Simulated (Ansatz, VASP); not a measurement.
## Two plane-wave programs on CaF

```
Ca F
1.0
     3.96123    0.00000    0.00000
     0.00000    3.96123    0.00000
     0.00000    0.00000    4.26395
Ca F
1 1
Direct
  0.00000 0.00000 0.50000
  0.00000 0.00000 0.00000
```

Alike in both runs: functional PBE; k mesh 6 × 6 × 4; occupations gaussian, width 0.1 eV; no spin polarisation.

Ansatz relaxed the structure, and its values are those at the end. VASP's run is a single point on that final structure, the one shown.

```csv
,VASP,Ansatz
version,VASP 6.6.1,Ansatz 0.2.0
potentials or method,"VASP PAW PBE potentials, release 64 (Ca_sv, F), cutoff 600 eV","scalar-relativistic, plane waves, PAW"
valence electrons in the cell,17,17
```

```csv
,VASP,Ansatz,Ansatz less VASP
gap on the k mesh at the Fermi level (eV),none,none,-
pressure (GPa),0.4,0.2,-0.11
```

A gap of «none» marks a metal or a gap that the smearing closes. With one functional, cell and mesh, what is left measures potentials, basis and numerics.

The k mesh is coarse, so the values compare programs but aren't converged.
